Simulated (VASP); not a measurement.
Input of a VASP 6.6.1 run:

File POSCAR:

```
CdS
1.0
    4.1646212284      0.0000000000      0.0000000000
   -2.0823106142      3.6066677809      0.0000000000
    0.0000000000      0.0000000000      6.7659754677
Cd S
2 2
Direct
    0.3333333333      0.6666666667     -0.0009650866
    0.6666666667      0.3333333333      0.4990349134
    0.3333333333      0.6666666667      0.3759650866
    0.6666666667      0.3333333333      0.8759650866
```

INCAR.step1

```
SYSTEM = CdS
  ALGO = Normal
  EDIFF = 1E-4
  ENCUT = 520
  GGA = PE
  ISMEAR = 0
  LASPH = .True.
  LCHARG = .False.
  LREAL = .False.
  LWAVE = .True.
  NBANDS = 26
  NELM = 100
  PREC = Accurate
  SIGMA = 0.01
```

Contents of INCAR.step2:

```
SYSTEM = CdS
  ALGO = Normal
  EDIFF = 1E-7
  ENCUT = 520
  ISIF = 2
  ISMEAR = 0
  ISTART = 1
  LASPH = .True.
  LCHARG = .False.
  LMIXTAU = .True.
  LREAL = .False.
  LWAVE = .False.
  METAGGA = R2SCAN
  NBANDS = 26
  NELM = 100
  PREC = Accurate
  SIGMA = 0.01
```

KPOINTS

```
k-points
0
Gamma
  6 6 2
  0 0 0
```

Potentials or basis: VASP PAW PBE potentials, release 64 (Cd, S).

Launch:

```sh
$ cat potpaw_PBE.64/Cd/POTCAR potpaw_PBE.64/S/POTCAR > POTCAR
$ cp INCAR.step1 INCAR
$ mpirun -np 1 vasp_std > vasp.out
$ cp INCAR.step2 INCAR
$ mpirun -np 1 vasp_std > vasp.out
```

Q: What does it give for the band gap on the k mesh?

A: 1.63 eV.

Q: What does it give for the pressure?

A: 0.3 GPa.

Caveat: the k points lie up to 0.46 Å⁻¹ apart; the PAW data sets were made with another functional, which shifts forces and pressure a little. r2SCAN opens gaps a little over a GGA but as a rule still falls short of measured ones.
